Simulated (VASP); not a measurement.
Input of a VASP 6.6.1 run:

Contents of INCAR:

```
SYSTEM = TePt
ALGO     = Normal         ! electronic algorithm
EDIFF    = 1E-6           ! SCF threshold, eV
ENCUT    = 520            ! plane-wave cutoff, eV
GGA      = PS             ! functional
ISIF     = 2              ! what is computed and relaxed
ISMEAR   = 0              ! smearing method
LASPH    = .True.         ! aspherical terms in the spheres
LCHARG   = .False.        ! write CHGCAR
LREAL    = .False.        ! projectors in reciprocal space
LWAVE    = .False.        ! write WAVECAR
NBANDS   = 24             ! bands
NELM     = 60             ! most SCF steps
PREC     = Accurate       ! precision mode
SIGMA    = 0.15           ! smearing width, eV
```

Contents of KPOINTS:

```
k-points
0
Gamma
  12 12 10
  0 0 0
```

Contents of POSCAR:

```
TePt
1.0
    3.9465598192      0.0000000000      0.0000000000
   -1.9732799096      3.4178210610      0.0000000000
    0.0000000000      0.0000000000      5.4460000000
Te Pt
2 2
Direct
    0.3333333333      0.6666666667      0.2500000000
    0.6666666667      0.3333333333      0.7500000000
    0.0000000000      0.0000000000      0.0000000000
    0.0000000000      0.0000000000      0.5000000000
```

Potentials or basis: VASP PAW PBE potentials, release 64 (Te, Pt).

Run with:

```sh
$ cat potpaw_PBE.64/Te/POTCAR potpaw_PBE.64/Pt/POTCAR > POTCAR
$ mpirun -np 1 vasp_std > vasp.out
```

(1) Estimate the pressure.

(2) What does it give for the band gap on the k mesh?

Results:

(1) 30.5 GPa.

(2) zero (bands 16 and 17 overlap by 1.61 eV).

Caveat: the cell differs from its parent crystal (strain -0.040 along x and y, +0.000 along z); the cell stands under pressure; the PAW data sets were made with another functional, which shifts forces and pressure a little; spin-orbit coupling is left out, which moves the levels of the heavy elements.
